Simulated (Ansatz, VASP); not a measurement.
# TiRh3 in VASP and in Ansatz

File INCAR:

```
  PREC = Accurate
  ENCUT = 520
  EDIFF = 1E-8
  ISMEAR = -1
  SIGMA = 0.03
  LREAL = False
  LASPH = True
  NELM = 80
  ALGO = Normal
  ISIF = 2
  LWAVE = False
  LCHARG = False
  GGA = CA
  LEFG = True
  NBANDS = 36
```

KPOINTS

```
Automatic mesh
0
Gamma
  10 10 10
```

The input POSCAR:

```
TiRh3
1.0
    3.8220000000      0.0000000000      0.0000000000
    0.0000000000      3.8220000000      0.0000000000
    0.0000000000      0.0000000000      3.8602200000
Ti Rh
1 3
Direct
    0.0000000000      0.0000000000      0.0000000000
    0.0000000000      0.5000000000      0.5000000000
    0.5000000000      0.0000000000      0.5000000000
    0.5000000000      0.5000000000      0.0000000000
```

Input for Ansatz:

```yaml
crystal:
  lattice:
    - [3.822, 0.0, 0.0]
    - [0.0, 3.822, 0.0]
    - [0.0, 0.0, 3.86022]
  atoms:
    - { symbol: Ti, position: [0.0, 0.0, 0.0] }
    - { symbol: Rh, position: [0.0, 0.5, 0.5] }
    - { symbol: Rh, position: [0.5, 0.0, 0.5] }
    - { symbol: Rh, position: [0.5, 0.5, 0.0] }
kpoints:
  mp_grid: { grid: [10, 10, 10] }
scf:
  occupations: { method: fermi_dirac, width: 0.03 }
hamiltonian:
  xc: lda
  pseudopotentials: { kind: all_electron, datasets: crystal }
output:
  forces: true
  stress: true
  eigenvalues: true
  efg: { contact_densities: true }
```

Change from the starting cell: zz strain of +1 %, crystal datasets.

Alike in both runs: task electric field gradients; functional LDA; k mesh 10 × 10 × 10; occupations fermi-dirac, width 0.03 eV; no spin polarisation.

|  | VASP | Ansatz |
| --- | --- | --- |
| version | VASP 6.6.1 | Ansatz 0.2.0 |
| potentials or method | VASP PAW LDA potentials, release 64 (Ti_sv, Rh_pv), cutoff 520 eV | all-electron PAW with datasets made for the crystal, scalar-relativistic |

```tsv
	VASP	Ansatz	Ansatz less VASP
pressure (GPa)	-11.8	-12.5	-0.64
traceless stress, the component that is largest in VASP (GPa)	-1.20	-1.20	-0.002
size of Vzz on the site where it differs most (V/Å²)	33.0	28.9	-4.10
```

LDA's correlation is that of Perdew and Zunger in VASP and of Perdew and Wang (1992) in Ansatz. Ansatz ran all-electron here, and VASP with PAW potentials.
